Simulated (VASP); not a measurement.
A run of VASP 6.6.1 is set up as follows.

The input INCAR:

```
SYSTEM = Pb
  ALGO = Normal
  EDIFF = 1E-6
  ENCUT = 500
  GGA = CA
  GGA_COMPAT = .FALSE.
  ISIF = 2
  ISMEAR = 1
  LASPH = .TRUE.
  LCHARG = .TRUE.
  LELF = .TRUE.
  LREAL = .FALSE.
  LVHAR = .TRUE.
  LWAVE = .FALSE.
  NBANDS = 13
  NELM = 120
  PREC = Accurate
  SIGMA = 0.15
```

Contents of KPOINTS:

```
k-points
0
G
  9 9 9
  0 0 0
```

POSCAR

```
Pb
1.0
   -1.9796595000      1.9796595000      1.9796595000
    1.9796595000     -1.9796595000      1.9796595000
    1.9796595000      1.9796595000     -1.9796595000
Pb
1
Direct
    0.0000000000      0.0000000000      0.0000000000
```

Potentials or basis: VASP PAW LDA potentials, release 64 (Pb_d).

Run with:

```bash
$ cat potpaw_LDA.64/Pb_d/POTCAR > POTCAR
$ mpirun -np 1 vasp_std > vasp.out
```

(1) Predict the pressure.

(2) Predict the band gap on the k mesh.

Results:

(1) -3.4 GPa.

(2) zero (bands 7 and 8 overlap by 9.35 eV).

Caveat: the cell stands under tension; spin-orbit coupling is left out, which moves the levels of the heavy elements.
